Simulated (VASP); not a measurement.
# HfC (Fm-3m) in VASP: a series of runs, part 2 of 2

VASP 6.6.1.

### 3 Relaxation of cell and atoms, LDA+U

Input file INCAR:

```
ALGO     = Normal         # electronic algorithm
EDIFF    = 1E-7           # SCF threshold, eV
EDIFFG   = -0.01          # ionic threshold
ENCUT    = 600            # plane-wave cutoff, eV
GGA      = CA             # functional
IBRION   = 2              # ionic algorithm
ISIF     = 3              # what is computed and relaxed
ISMEAR   = -1             # smearing method
LASPH    = True           # aspherical terms in the spheres
LCHARG   = False          # write CHGCAR
LDAU     = True           # DFT+U
LDAUJ    = 0 0          
LDAUL    = 2 -1           # shell
LDAUPRINT= 1            
LDAUTYPE = 2            
LDAUU    = 2 0            # U, eV
LMAXMIX  = 4              # l up to which the mixer works
LREAL    = False          # projectors in reciprocal space
LWAVE    = False          # write WAVECAR
NELM     = 150            # most SCF steps
NSW      = 60             # ionic steps
PREC     = Accurate       # precision mode
SIGMA    = 0.05           # smearing width, eV
```

Input file KPOINTS:

```
k-points
0
Gamma
  10 10 10
```

Input file POSCAR:

```
HfC
1.0
    0.0000000000      2.3250000000      2.3250000000
    2.3250000000      0.0000000000      2.3250000000
    2.3250000000      2.3250000000      0.0000000000
Hf C
1 1
Direct
    0.5000000000      0.5000000000      0.5000000000
    0.0000000000      0.0000000000      0.0000000000
```

Potentials or basis: VASP PAW LDA potentials, release 64 (Hf_pv, C).

Command:

```
> cat potpaw_LDA.64/Hf_pv/POTCAR potpaw_LDA.64/C/POTCAR > POTCAR
> mpirun -np 1 vasp_std > vasp.out
```

OUTCAR:

```text
EDIFF = 1E-7
   EDIFFG = -0.01
   ENCUT = 600
   GGA = CA
   IBRION = 2
   ISIF = 3
   ISMEAR = -1
   LASPH = True
   LREAL = False
   NELM = 150
   NSW = 60
   PREC = Accurate

 ion  position               nearest neighbor table
   1  0.500  0.500  0.500-   2 2.33   2 2.33   2 2.33   2 2.33   2 2.33   2 2.33
   2  0.000  0.000  0.000-   1 2.33   1 2.33   1 2.33   1 2.33   1 2.33   1 2.33

  LATTYP: Found a face centered cubic cell.
 ALAT       =     4.6500000000

  Lattice vectors:

 A1 = (   0.0000000000,   2.3250000000,   2.3250000000)
 A2 = (   2.3250000000,   0.0000000000,   2.3250000000)
 A3 = (   2.3250000000,   2.3250000000,   0.0000000000)

Analysis of symmetry for initial positions (statically):
=====================================================================
 Subroutine PRICEL returns:
 Original cell was already a primitive cell.

 Routine SETGRP: Setting up the symmetry group for a
 face centered cubic supercell.

 Subroutine GETGRP returns: Found 48 space group operations
 (whereof 48 operations were pure point group operations)
 out of a pool of 48 trial point group operations.

The static configuration has the point symmetry O_h .

[... 266 lines left out ...]
  o =  0.2413  v =  0.0000  0.0000 -0.0574  0.0000  0.9984  0.0000  0.0000  0.0000  0.0000  0.0000      0.0000  0.0000  0.0000  0.0000  0.0000  0.0000  0.0000  0.0000  0.0000  0.0000

--------------------------------------- Ionic step        3  -------------------------------------------

 number of electron      14.0000000 magnetization

 Free energy of the ion-electron system (eV)
  ---------------------------------------------------
  ext. energy  EPLUGINS =         0.00000000
  ---------------------------------------------------
  free energy    TOTEN  =       -21.48120287 eV

  energy without entropy =      -21.47845979  energy(sigma->0) =      -21.47983133

 E-fermi :   6.2832     XC(G=0): -12.5803

 val. band max:        6.2481215624   @ k =   0.1000   0.0000   0.0000
 cond. band min:       6.3087065591   @ k =   0.2000   0.2000   0.0000
 fundamental gap:      0.0605849967
 Fermi energy:         6.2832467950

 k-point     1 :       0.0000    0.0000    0.0000
  band No.  band energies     occupation
      1     -23.4937      2.00000
      2     -23.4937      2.00000
      3     -23.4937      2.00000
      4      -6.1423      2.00000
      5       7.2058      0.00000
      6       7.2058      0.00000
      7       7.2058      0.00000
      8       7.7903      0.00000
      9       7.7903      0.00000
     10       7.7903      0.00000
     11       9.7341      0.00000
[... 309 lines left out ...]
 k-point    24 :       0.4000    0.3000    0.0000
  band No.  band energies     occupation
      1     -24.0248      2.00000
      2     -23.7073      2.00000
      3     -23.6850      2.00000
      4      -3.9060      2.00000
      5       2.4474      2.00000
      6       4.4560      2.00000
      7       5.5123      2.00000
      8       6.4780      0.03989
      9      11.7805      0.00000
     10      12.9398      0.00000
     11      13.0542      0.00000

 [... further k-points ...]
[... 5 lines left out ...]
  --------------------------------------------------------------------------------------
  -------------------------------------------------------------------------------------
  Total       -0.0072080     -0.0072080     -0.0072080      0.0000000      0.0000000     -0.0000000
  in kB       -0.4681118     -0.4681118     -0.4681118      0.0000000      0.0000000     -0.0000000
  external PRESSURE =      -0.4681118 kB  Pullay stress =       0.0000000 kB
[... 17 lines left out ...]
  FREE ENERGIE OF THE ION-ELECTRON SYSTEM (eV)
  ---------------------------------------------------
  free  energy   TOTEN  =       -21.4812028686 eV

  energy  without entropy=      -21.4784597926  energy(sigma->0) =      -21.47983133

 reached required accuracy - stopping structural energy minimisation
```

Wall time 42 s (1 thread of Intel Xeon Platinum 8259CL at 2.50GHz (Skylake/Cascade Lake), shared host); peak memory 0.16 GiB.

Results:

```yaml
Free_energy: -21.4812 eV
Relaxed_volume: 12.34 Å³/atom
Relaxed_cell: a = 3.268 Å, b = 3.268 Å, c = 3.268 Å, α = 60.00°, β = 60.00°, γ = 60.00°
Space_group_after_relaxing_to_0.05_Å: Fm-3m (No. 225)
Energy_gained_by_relaxing: 3.4 meV/atom
Ionic_steps: 3
Pressure_after_relaxing: 0.0 GPa
Band_gap_on_the_k_mesh: zero (band 7 reaches 7.21 eV, above the bottom of band 8 at 5.82 eV)
```

Step by step:
```csv
step,energy change (eV),largest force (eV/Å),pressure (GPa),volume (Å³)
1,0.0000,0.0000,-4.62,25.14
2,0.0163,0.0000,9.25,23.84
3,-0.0069,0.0000,-0.05,24.67
```

Final structure:
```yaml
crystal:
  lattice:
    - [0.00000, 2.31055, 2.31055]
    - [2.31055, 0.00000, 2.31055]
    - [2.31055, 2.31055, 0.00000]
  atoms:
    - { symbol: Hf, position: [0.50000, 0.50000, 0.50000] }
    - { symbol: C, position: [0.00000, 0.00000, 0.00000] }
```

Levels at points of the mesh, in eV from the Fermi level:
| k point | band 5 | band 6 | band 7 | band 8 | band 9 | band 10 |
| --- | --- | --- | --- | --- | --- | --- |
| (0.00, 0.00, 0.00) | 0.92 | 0.92 | 0.92 | 1.51 | 1.51 | 1.51 |
| (0.50, 0.00, 0.00) | -6.32 | -3.04 | -3.04 | 5.57 | 5.57 | 5.95 |
| (0.50, 0.50, 0.00) | -2.69 | -1.77 | -0.18 | -0.18 | 5.44 | 7.08 |

Eigenvalues of the final occupation matrices:
```tsv
site	spin	trace	eigenvalues
site 1 d	1	0.84	0.12 0.12 0.12 0.24 0.24
site 1 d	2	0.84	0.12 0.12 0.12 0.24 0.24
```

Caveat: spin-orbit coupling is left out, which moves the levels of the heavy elements; U without spin polarisation on a metal has little footing; the U is typed as a test and isn't derived for this compound.

### 4 Relaxation of cell and atoms, LDA+U

Input file INCAR:

```
PREC     = Accurate       # precision mode
ENCUT    = 600            # plane-wave cutoff, eV
EDIFF    = 1E-6           # SCF threshold, eV
ISMEAR   = -1             # smearing method
SIGMA    = 0.05           # smearing width, eV
LREAL    = F              # projectors in reciprocal space
LASPH    = T              # aspherical terms in the spheres
NELM     = 150            # most SCF steps
ALGO     = Normal         # electronic algorithm
ISIF     = 3              # what is computed and relaxed
LWAVE    = F              # write WAVECAR
LCHARG   = F              # write CHGCAR
LMAXMIX  = 4              # l up to which the mixer works
LDAU     = T              # DFT+U
LDAUTYPE = 2            
LDAUL    = 2 -1           # shell
LDAUU    = 3 0            # U, eV
LDAUJ    = 0 0          
LDAUPRINT= 1            
GGA      = CA             # functional
IBRION   = 2              # ionic algorithm
NSW      = 60             # ionic steps
EDIFFG   = -0.01          # ionic threshold
```

Input file KPOINTS:

```
regular mesh
0
Gamma
  10 10 10
```

POSCAR is that of step 3.

Command:

```
> cat potpaw_LDA.64/Hf_pv/POTCAR potpaw_LDA.64/C/POTCAR > POTCAR
> mpirun -np 1 vasp_std > vasp.out
```

It took 33 s on 1 thread of Intel Xeon Platinum 8259CL at 2.50GHz (Skylake/Cascade Lake), shared host; peak memory 0.16 GiB.

Results (log left out):

```yaml
Free_energy: -20.8085 eV
Relaxed_volume: 12.52 Å³/atom
Relaxed_cell: a = 3.283 Å, b = 3.283 Å, c = 3.283 Å, α = 60.00°, β = 60.00°, γ = 60.00°
Space_group_after_relaxing_to_0.05_Å: Fm-3m (No. 225)
Energy_gained_by_relaxing: 0.2 meV/atom
Ionic_steps: 3
Pressure_after_relaxing: 0.0 GPa
Band_gap_on_the_k_mesh: zero (band 7 reaches 7.17 eV, above the bottom of band 8 at 5.81 eV)
```

The path:
```
step  energy change (eV)  largest force (eV/Å)  pressure (GPa)  volume (Å³)
   1              0.0000                0.0000           -1.03        25.14
   2              0.0008                0.0000            1.92        24.84
   3             -0.0003                0.0000           -0.01        25.03
```

Final structure:
```
Hf C
1.0
     0.00000    2.32177    2.32177
     2.32177    0.00000    2.32177
     2.32177    2.32177    0.00000
Hf C
1 1
Direct
  0.50000 0.50000 0.50000
  0.00000 0.00000 0.00000
```

Levels at points of the mesh, in eV from the Fermi level:
| k point | band 3 | band 4 | band 5 | band 6 | band 7 | band 8 | band 9 | band 10 | band 11 |
| --- | --- | --- | --- | --- | --- | --- | --- | --- | --- |
| (0.00, 0.00, 0.00) | -30.08 | -12.44 | 0.86 | 0.86 | 0.86 | 1.61 | 1.61 | 1.61 | 3.45 |
| (0.50, 0.00, 0.00) | -30.15 | -8.52 | -6.31 | -2.98 | -2.98 | 5.63 | 5.63 | 5.93 | 6.26 |
| (0.50, 0.50, 0.00) | -30.32 | -10.32 | -2.80 | -1.65 | -0.26 | -0.26 | 5.41 | 7.13 | 7.13 |

Eigenvalues of the final occupation matrices:
```
    site  spin  trace               eigenvalues
site 1 d     1   0.81  0.11 0.11 0.11 0.24 0.24
site 1 d     2   0.81  0.11 0.11 0.11 0.24 0.24
```

Caveat: spin-orbit coupling is left out, which moves the levels of the heavy elements; U without spin polarisation on a metal has little footing; the U is typed as a test and isn't derived for this compound. Zero-point motion and thermal expansion aren't in these numbers.

### 5 The runs side by side

| U | gap on the mesh (eV) | pressure (GPa) | relaxed volume (Å³/atom) |
| --- | --- | --- | --- |
| Hf d U = 1.0 eV | none | 0.0 | 12.15 |
| Hf d U = 2.0 eV | none | 0.0 | 12.34 |
| Hf d U = 3.0 eV | none | 0.0 | 12.52 |

Alike in all rows: task relaxation of cell and atoms; level LDA+U; potentials or basis VASP PAW LDA potentials, release 64 (Hf_pv, C); no spin polarisation; cell relaxed; k mesh 10 × 10 × 10; cutoff (eV) 600; smearing fermi-dirac 0.05 eV.

Caveats: spin-orbit coupling is left out, which moves the levels of the heavy elements; U without spin polarisation on a metal has little footing; the U is typed as a test and isn't derived for this compound.

Absolute energies hang on the potentials; compare differences alone.
